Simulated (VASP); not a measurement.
A run of VASP 6.6.1 is set up as follows.

Contents of INCAR:

```
  PREC = Accurate
  ENCUT = 520
  EDIFF = 1E-7
  ISMEAR = 0
  SIGMA = 0.1
  LREAL = F
  LASPH = T
  NELM = 150
  ALGO = Normal
  ISIF = 2
  LWAVE = F
  LCHARG = F
  ISPIN = 2
  MAGMOM = 0 0 0 1 1
  LORBIT = 11
  GGA = PE
  NBANDS = 24
```

The input KPOINTS:

```
regular mesh
0
Gamma
  6 6 2
```

POSCAR

```
Si3O2
1.0
    2.8254265800      0.0000000000      0.0000000000
    0.0000000000      2.8254265800      0.0000000000
    0.0000000000      0.0000000000      8.5562183100
Si O
3 2
Direct
    0.0000000000      0.0000000000      0.3350262800
    0.0000000000      0.0000000000      0.6649737200
    0.0000000000      0.0000000000      0.0000000000
    0.0000000000      0.0000000000      0.5000000000
    0.5000000000      0.5000000000      0.0000000000
```

Potentials or basis: VASP PAW PBE potentials, release 64 (Si, O).

Launch:

```bash
$ cat potpaw_PBE.64/Si/POTCAR potpaw_PBE.64/O/POTCAR > POTCAR
$ mpirun -np 1 vasp_std > vasp.out
```

(1) Estimate the band gap on the k mesh.

(2) Predict the pressure.

Answers

(1) zero (filled and empty bands overlap).

(2) 28.1 GPa.

Caveat: the k points lie up to 0.37 Å⁻¹ apart; forces of over 1 eV/Å act on the atoms, so gaps and moduli don't describe the material at rest.
